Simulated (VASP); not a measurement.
Set up this calculation in VASP 6.6.1, as the native input.

```yaml
Task: single point
Functional: PBE
Potentials_or_basis: VASP PAW PBE potentials, release 64 (Mo_sv, Se)
Cutoff: 520 eV
k_mesh: 12 × 12 × 6
Occupations: gaussian, width 0.1 eV
Spin: collinear spin
Starting_moments: "[2.0, -2.0, 0.0, 0.0] μB"
Dipole_correction: no
Further_INCAR_settings: ALGO = Fast; EDIFF = 1e-06; NBANDS = 32
```

The structure of MoSe lies in POSCAR:

```
MoSe
1.0
    0.0000000000      2.9322700419      2.9322700418
    5.2403849865      2.9322700419      2.9322700418
    5.2403849865      5.8645400837     -0.0000000001
Mo Se
2 2
Direct
    0.0000000000      0.0000000000      1.0000000000
    0.0000000000      0.0000000000      0.5000000000
    0.2500000000      0.2500000000      0.0000000000
    0.2500000000      0.2500000000      0.5000000000
```

These files were run (other wordings do the same):

INCAR

```
SYSTEM = MoSe
PREC = Accurate
ENCUT = 520
EDIFF = 1E-6
ISMEAR = 0
SIGMA = 0.1
LREAL = .FALSE.
LASPH = .TRUE.
NELM = 150
ALGO = Fast
ISIF = 2
LWAVE = .FALSE.
LCHARG = .FALSE.
ISPIN = 2
MAGMOM = 2 -2 0 0
LORBIT = 11
LMAXMIX = 4
GGA = PE
NBANDS = 32
```

KPOINTS

```
regular mesh
0
G
  12 12 6
  0 0 0
```

Potentials or basis: VASP PAW PBE potentials, release 64 (Mo_sv, Se).

Launch:

```sh
$ cat potpaw_PBE.64/Mo_sv/POTCAR potpaw_PBE.64/Se/POTCAR > POTCAR
$ mpirun -np 1 vasp_std > vasp.out
```

Results of the run:

| Property | Result |
| --- | --- |
| Pressure | 0.2 GPa |
| Band gap on the k mesh | zero (filled and empty bands overlap) |
| Net moment | 0.00 μB per cell |
| Site moments | Mo +0.70, -0.70; Se +0.00 μB |
| Valence electrons inside the program's atomic spheres | Mo 12.45; Se 3.98 |

Run time: 16 min on 1 thread of Oxide Virtual Turin-like Processor, with other jobs on the host, peak memory 0.61 GiB.
